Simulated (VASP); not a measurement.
Write the native input for VASP 6.6.1 that does the following.

- Task: single point
- Functional: PBEsol
- Potentials or basis: VASP PAW PBE potentials, release 64 (Yb)
- Cutoff: 520 eV
- k mesh: 7 × 7 × 4
- Occupations: fermi-dirac, width 0.05 eV
- Spin: collinear spin, ferromagnetic start
- Starting moments: [1.5, 1.5] μB
- Fixed moment: 3 μB
- Dipole correction: no
- Further INCAR settings: ALGO = Normal; EDIFF = 1e-07; NBANDS = 35

The structure of Yb lies in POSCAR:

```
Yb
1.0
    3.8799000000      0.0000000000      0.0000000000
   -1.9399500000      3.3600919641      0.0000000000
    0.0000000000      0.0000000000      6.3859000000
Yb
2
Direct
    0.6666666667      0.3333333333      0.7500000000
    0.3333333333      0.6666666667      0.2500000000
```

This isn't the form of Yb at room conditions, which is fcc.

One way to write it, as run:

INCAR

```
PREC = Accurate ; ENCUT = 520
EDIFF = 1E-7 ; ISMEAR = -1
SIGMA = 0.05 ; LREAL = False
LASPH = True ; NELM = 150
ALGO = Normal ; ISIF = 2
LWAVE = False ; LCHARG = False
ISPIN = 2 ; MAGMOM = 1.5 1.5
LORBIT = 11 ; NUPDOWN = 3.0
LMAXMIX = 6 ; GGA = PS
NBANDS = 35
```

KPOINTS

```
Automatic mesh
0
Gamma
  7 7 4
```

Potentials or basis: VASP PAW PBE potentials, release 64 (Yb).

Command:

```console
$ cat potpaw_PBE.64/Yb/POTCAR > POTCAR
$ mpirun -np 1 vasp_std > vasp.out
```

Results of the run:

```json
{
  "Pressure": "-3.7 GPa",
  "Net moment": "3.00 μB per cell",
  "Site moments": "Yb +0.66 μB",
  "Valence electrons inside the program's atomic spheres": "Yb 21.98"
}
```

Caveat: the cell stands under tension; the PAW data sets were made with another functional, which shifts forces and pressure a little; the total moment is fixed, so each spin has its own Fermi level.

Wall time 3 min on 1 thread of Intel(R) Xeon(R) 6975P-C (Granite Rapids), on a shared host, peak memory 0.3 GiB.
